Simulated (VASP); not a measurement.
Write the native input for VASP 6.6.1 that does the following.

| Item | Value |
| --- | --- |
| Task | single point |
| Functional | PBE |
| Potentials or basis | VASP PAW PBE potentials, release 64 (La, In_d, Mn_pv) |
| Cutoff | 520 eV |
| k mesh | 6 × 6 × 6 |
| Occupations | fermi-dirac, width 0.05 eV |
| Spin | collinear spin, zero start |
| Starting moments | [0.0, 0.0, 0.0] μB |
| Fixed moment | 0 μB |
| Dipole correction | no |
| Further INCAR settings | ALGO = Normal; EDIFF = 1e-06; NBANDS = 30 |

The structure of LaMnIn lies in POSCAR:

```
LaMnIn
1.0
    4.5933407550      0.0000000000      0.0000000000
   -2.2966703775      3.9779497821      0.0000000000
    0.0000000000      0.0000000000      4.0965590000
La In Mn
1 1 1
Direct
    0.0000000000      0.0000000000      0.0000000000
    0.3333333333      0.6666666667      0.5000000000
    0.6666666667      0.3333333333      0.5000000000
```

One way to write it, as run:

INCAR

```
ALGO = Normal
EDIFF = 1E-6
ENCUT = 520
GGA = PE
ISIF = 2
ISMEAR = -1
ISPIN = 2
LASPH = True
LCHARG = True
LELF = True
LMAXMIX = 6
LORBIT = 11
LREAL = False
LVHAR = True
LWAVE = False
MAGMOM = 0 0 0
NBANDS = 30
NELM = 150
NUPDOWN = 0.0
PREC = Accurate
SIGMA = 0.05
```

KPOINTS

```
k-points
0
Gamma
  6 6 6
```

Potentials or basis: VASP PAW PBE potentials, release 64 (La, In_d, Mn_pv).

Command:

```console
$ cat potpaw_PBE.64/La/POTCAR potpaw_PBE.64/In_d/POTCAR potpaw_PBE.64/Mn_pv/POTCAR > POTCAR
$ mpirun -np 1 vasp_std > vasp.out
```

It gave:

The pressure is -0.9 GPa and the net moment is 0.00 μB per cell. The valence electrons inside the program's atomic spheres are La 8.51; In 11.62; Mn 11.62.

Caveat: the total moment is fixed, so each spin has its own Fermi level.

Run time: 110 s on 1 thread of Intel Xeon 6975P-C (shared host), peak memory 0.3 GiB.
